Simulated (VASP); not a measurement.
# Ba2S (Pmma) in VASP: relaxation of cell and atoms with PBE

Aim: the relaxation of cell and atoms of Ba2S with PBE.

All numbers are computed with VASP 6.6.1; they aren't measurements. Logs are shortened: lines on timing, memory, paths and dates and some standing lists are left out, and cuts for length are marked.

## 1. The cell of the first run

Symmetry: Pmma, No. 51, orthorhombic system. Conventional cell: a = 8.853 Å, b = 5.552 Å, c = 4.337 Å, α = 90.00°, β = 90.00°, γ = 90.00°. Within 3.3 Å of Ba (site symmetry m) lie 2 S at 2.53 to 2.62 Å and 2 Ba at 2.78 Å. Within 3.3 Å of S (site symmetry mm2) lie 4 Ba at 2.53 to 2.62 Å.

The cell was generated, and may not be a known phase.

## 2. Relaxation of cell and atoms, PBE

File INCAR:

```
PREC = Accurate ; ENCUT = 600
EDIFF = 1E-6 ; ISMEAR = 0
SIGMA = 0.1 ; LREAL = F
LASPH = T ; NELM = 60
ALGO = Fast ; ISIF = 3
LWAVE = F ; LCHARG = F
GGA = PE ; IBRION = 2
NSW = 90 ; EDIFFG = -0.04
```

File KPOINTS:

```
Automatic mesh
0
Gamma
  2 4 4
```

File POSCAR:

```
Ba2S
1.0
    8.8528622879      0.0000000000      0.0000000000
    0.0000000000      5.5515261781      0.0000000000
    0.0000000000      0.0000000000      4.3373682079
Ba S
4 2
Direct
    0.2500000000      0.7500000000      0.0000000000
    0.2500000000      0.2500000000      0.0000000000
    0.7500000000      0.7500000000      0.0000000000
    0.7500000000      0.2500000000      0.0000000000
    0.2500000000      0.0000000000      0.5112664087
    0.7500000000      0.0000000000      0.4887335913
```

Potentials or basis: VASP PAW PBE potentials, release 64 (Ba_sv, S).

Run with:

```sh
$ cat potpaw_PBE.64/Ba_sv/POTCAR potpaw_PBE.64/S/POTCAR > POTCAR
$ mpirun -np 1 vasp_std > vasp.out
```

OUTCAR:

```text
PREC = Accurate
   ENCUT = 600
   EDIFF = 1E-6
   ISMEAR = 0
   LREAL = F
   LASPH = T
   NELM = 60
   ISIF = 3
   GGA = PE
   IBRION = 2
   NSW = 90
   EDIFFG = -0.04

 ion  position               nearest neighbor table
   1  0.250  0.750  0.000-   5 2.53   5 2.62   2 2.78   2 2.78   3 4.43   3 4.43
   2  0.250  0.250  0.000-   5 2.53   5 2.62   1 2.78   1 2.78   4 4.43   4 4.43
   3  0.750  0.750  0.000-   6 2.53   6 2.62   4 2.78   4 2.78   1 4.43   1 4.43
   4  0.750  0.250  0.000-   6 2.53   6 2.62   3 2.78   3 2.78   2 4.43   2 4.43
   5  0.250  0.000  0.511-   1 2.53   2 2.53   1 2.62   2 2.62
   6  0.750  0.000  0.489-   3 2.53   4 2.53   3 2.62   4 2.62

  LATTYP: Found a simple orthorhombic cell.
 ALAT       =     4.3373682079
 B/A-ratio  =     1.2799296513
 C/A-ratio  =     2.0410677313

  Lattice vectors:

 A1 = (   0.0000000000,   0.0000000000,  -4.3373682079)
 A2 = (   0.0000000000,   5.5515261781,   0.0000000000)
 A3 = (   8.8528622879,   0.0000000000,   0.0000000000)

Analysis of symmetry for initial positions (statically):
=====================================================================
 Subroutine PRICEL returns:
 Original cell was already a primitive cell.

 Routine SETGRP: Setting up the symmetry group for a
 simple orthorhombic supercell.

 Subroutine GETGRP returns: Found  8 space group operations
 (whereof  4 operations were pure point group operations)
 out of a pool of  8 trial point group operations.

The static configuration has the point symmetry C_2h.
 The point group associated with its full space group is D_2h.

Analysis of symmetry for dynamics (positions and initial velocities):
=====================================================================
 Subroutine PRICEL returns:
 Original cell was already a primitive cell.

 Routine SETGRP: Setting up the symmetry group for a
 simple orthorhombic supercell.

 Subroutine GETGRP returns: Found  8 space group operations
 (whereof  4 operations were pure point group operations)
 out of a pool of  8 trial point group operations.

The dynamic configuration has the point symmetry C_2h.
 The point group associated with its full space group is D_2h.

 Subroutine INISYM returns: Found  8 space group operations
[... 96 lines left out ...]
   ENCUT  =  600.0 eV  44.10 Ry    6.64 a.u.  17.68 11.09  8.66*2*pi/ulx,y,z
   NELM   =     60;   NELMIN=  2; NELMDL= -5     # of ELM steps
   EDIFF  = 0.1E-05   stopping-criterion for ELM
   LREAL  =      F    real-space projection
   EDIFFG = -.4E-01   stopping-criterion for IOM
   NSW    =     90    number of steps for IOM
   IBRION =      2    ionic relax: 0-MD 1-quasi-New 2-CG
   NFREE  =      1    steps in history (QN), initial steepest desc. (CG)
   ISIF   =      3    stress and relaxation
   ISYM   =      2    0-nonsym 1-usesym 2-fastsym
   POTIM  = 0.5000    time-step for ionic-motion
   TEBEG  =    0.0;   TEEND  =   0.0 temperature during run
   PSTRESS=    0.0 pullay stress
   NELECT =      52.0000    total number of electrons
   NUPDOWN=      -1.0000    fix difference up-down
   EMIN   =  10.00;   EMAX   =-10.00  energy-range for DOS
   EFERMI =   0.00;   METHOD = LEGACY
   ISMEAR =     0;   SIGMA  =   0.10  broadening in eV -4-tet -1-fermi 0-gaus
   EFERMI_NEDOS =   21; number of points for ismear=-14 and -15
   IALGO  =     68    algorithm
   IMIX   =      4    mixing-type and parameters
     AMIX     =   0.40;   BMIX     =  1.00
     AMIX_MAG =   1.60;   BMIX_MAG =  1.00
  volume/ion in A,a.u.               =      35.53       239.75
  Fermi-wavevector in a.u.,A,eV,Ry     =   1.022905  1.933009 14.236237  1.046334
  Thomas-Fermi vector in A             =   2.156609
   LORBIT       =      0    0 simple, 1 ext, 2 COOP (PROOUT), +10 PAW based schemes
   GGA     = PE    functional components
   LHFCALC =     F    Hartree Fock is set to
   AEXX    =    0.0000 exact exchange contribution
   IVDW    =     0    specifies the selected vdW correction
   LEPSILON=     F    determine dielectric tensor
   LRPA    =     F    only Hartree local field effects (RPA)
 conjugate gradient relaxation of ions
 non-spin polarized calculation
 RMM-DIIS sequential band-by-band and
 Gauss-broadening in eV      SIGMA  =   0.10
  energy-cutoff  :      600.00
  volume of cell :      213.17
 maximum number of plane-waves:      7150
 NGX is ok and might be reduce to    72
   NGX = 35   NGY = 23   NGZ = 17

--------------------------------------- Ionic step        1  -------------------------------------------

 number of electron      52.0000000 magnetization

 Free energy of the ion-electron system (eV)
  ---------------------------------------------------
  ext. energy  EPLUGINS =         0.00000000
  ---------------------------------------------------
  free energy    TOTEN  =       -11.39187819 eV

  energy without entropy =      -11.36645809  energy(sigma->0) =      -11.37916814

------------------------ aborting loop because EDIFF is reached ----------------------------------------

  FORCE on cell =-STRESS in cart. coord.  units (eV):
  Direction    XX          YY          ZZ          XY          YZ          ZX
  --------------------------------------------------------------------------------------
  -------------------------------------------------------------------------------------
  Total       -1.6883171     58.1514512     45.5570787      0.0000000      0.0000000     -0.0000000
  in kB      -12.6894331    437.0677350    342.4081216      0.0000000      0.0000000     -0.0000000
  external PRESSURE =     255.5954745 kB  Pullay stress =       0.0000000 kB
[... 101 lines left out ...]
  FREE ENERGIE OF THE ION-ELECTRON SYSTEM (eV)
  ---------------------------------------------------
  free  energy   TOTEN  =       -19.3611757086 eV

  energy  without entropy=      -19.3285473003  energy(sigma->0) =      -19.34486150

[... ionic steps 4 to 8 ...]

--------------------------------------- Ionic step        9  -------------------------------------------

 number of electron      52.0000010 magnetization

------------------------ aborting loop because EDIFF is reached ----------------------------------------
[... 75 lines left out ...]
--------------------------------------- Ionic step       11  -------------------------------------------

 number of electron      52.0000010 magnetization

 Free energy of the ion-electron system (eV)
  ---------------------------------------------------
  ext. energy  EPLUGINS =         0.00000000
  ---------------------------------------------------
  free energy    TOTEN  =       -21.58304370 eV

  energy without entropy =      -21.54624309  energy(sigma->0) =      -21.56464339

 E-fermi :   1.7405     XC(G=0):  -7.1207

 val. band max:        1.7316158928   @ k =   0.0000   0.2500   0.5000
 cond. band min:       1.7411199722   @ k =   0.0000   0.0000   0.0000
 fundamental gap:      0.0095040793
 Fermi energy:         1.7404609845

 k-point     1 :       0.0000    0.0000    0.0000
  band No.  band energies     occupation
      1     -27.3700      2.00000
      2     -27.3550      2.00000
      3     -27.3416      2.00000
      4     -27.3270      2.00000
      5     -13.1624      2.00000
      6     -13.1201      2.00000
[... 634 lines left out ...]
  FREE ENERGIE OF THE ION-ELECTRON SYSTEM (eV)
  ---------------------------------------------------
  free  energy   TOTEN  =       -21.5830437009 eV

  energy  without entropy=      -21.5462430864  energy(sigma->0) =      -21.56464339

 reached required accuracy - stopping structural energy minimisation
```

Wall time 58 min (1 thread of Oxide Virtual Turin-like, shared host); peak memory 0.42 GiB.

Results:

| Property | Result |
| --- | --- |
| Free energy | -21.5830 eV |
| Relaxed volume | 53.94 Å³/atom |
| Relaxed cell | a = 8.855 Å, b = 8.508 Å, c = 4.296 Å, α = 90.00°, β = 90.00°, γ = 90.00° |
| Space group after relaxing (to 0.1 Å) | Pmmm (No. 47) |
| Energy gained by relaxing | 1698.5 meV/atom |
| Ionic steps | 11 |
| Pressure after relaxing | 0.0 GPa |
| Largest force after relaxing | 0.016 eV/Å |
| Band gap on the k mesh | zero (bands 26 and 27 overlap by 0.33 eV) |

Forces in eV/Å, atoms in the order of the input:
```
Ba   0.000  0.001 -0.002
Ba   0.000 -0.001 -0.002
Ba   0.000  0.001  0.002
Ba   0.000 -0.001  0.002
S    0.000  0.000  0.016
S    0.000  0.000 -0.016
```

The path:
| step | energy change (eV) | largest force (eV/Å) | pressure (GPa) | volume (Å³) |
| --- | --- | --- | --- | --- |
| 1 | 0.0000 | 2.5611 | 25.56 | 213.17 |
| 2 | -5.5008 | 1.5601 | -2.79 | 421.63 |
| 3 | -7.9693 | 1.0674 | -0.22 | 306.67 |
| 4 | -9.3917 | 0.3472 | -0.08 | 311.89 |
| 5 | -9.9780 | 0.2101 | 1.01 | 310.04 |
| 6 | -10.1573 | 0.2244 | 0.76 | 312.47 |
| 7 | -10.1677 | 0.2007 | -0.42 | 326.66 |
| 8 | -10.1849 | 0.0741 | 0.07 | 320.46 |
| 9 | -10.1850 | 0.0754 | 0.08 | 320.16 |
| 10 | -10.1890 | 0.0511 | 0.06 | 321.57 |
| 11 | -10.1912 | 0.0156 | 0.03 | 323.65 |

Final structure:
```
CELL_PARAMETERS angstrom
8.85535 0.00000 0.00000
0.00000 8.50790 0.00000
0.00000 0.00000 4.29585
ATOMIC_POSITIONS crystal
Ba 0.25000 0.75170 0.00411
Ba 0.25000 0.24830 0.00411
Ba 0.75000 0.75170 0.99589
Ba 0.75000 0.24830 0.99589
S 0.25000 0.00000 0.50366
S 0.75000 0.00000 0.49634
```

Caveat: the k points lie up to 0.37 Å⁻¹ apart in the final cell; the volume moved by over 15 % at a fixed basis, so the end points are rough; spin-orbit coupling is left out, which moves the levels of the heavy elements.
